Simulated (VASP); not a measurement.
Write the native input for VASP 6.6.1 that does the following.

- Task: single point
- Functional: PBE
- Potentials or basis: VASP PAW PBE potentials, release 64 (Sn_d)
- Cutoff: 520 eV
- k mesh: 3 × 3 × 4
- Occupations: gaussian, width 0.1 eV
- Spin: no spin polarisation
- Dipole correction: no
- Further INCAR settings: ALGO = Normal; EDIFF = 1e-06; NBANDS = 51

The structure of Sn lies in POSCAR:

```
Sn
1.0
    6.2482436500      0.0000000000      0.0000000000
   -3.1241218200      5.4111377300      0.0000000000
    0.0000000000      0.0000000000      4.9462961600
Sn
6
Direct
    0.0000000000      0.0000000000      0.0000000000
    0.5000000000      0.0000000000      0.5000000000
    0.5000000000      0.5000000000      0.5000000000
    0.0000000000      0.5000000000      0.5000000000
    0.3333333300      0.6666666700      0.0000000000
    0.6666666700      0.3333333300      0.0000000000
```

This isn't the form of Sn at room conditions, which is tetragonal (white tin).

One way to write it, as run:

INCAR

```
PREC = Accurate
ENCUT = 520
EDIFF = 1E-6
ISMEAR = 0
SIGMA = 0.1
LREAL = F
LASPH = T
NELM = 60
ALGO = Normal
ISIF = 2
LWAVE = F
LCHARG = F
GGA = PE
NBANDS = 51
```

KPOINTS

```
Automatic mesh
0
Gamma
  3 3 4
```

Potentials or basis: VASP PAW PBE potentials, release 64 (Sn_d).

Run with:

```console
$ cat potpaw_PBE.64/Sn_d/POTCAR > POTCAR
$ mpirun -np 1 vasp_std > vasp.out
```

It gave:

The pressure is 5.7 GPa and the band gap on the k mesh is zero (bands 42 and 43 overlap by 2.45 eV).

Caveat: the k points lie up to 0.39 Å⁻¹ apart, too coarse for converged energies and pressures of a metal; spin-orbit coupling is left out, which moves the levels of the heavy elements.

Wall time 86 s on 1 thread of AMD EPYC 9R14 (Zen 4), on a shared host, peak memory 0.27 GiB.
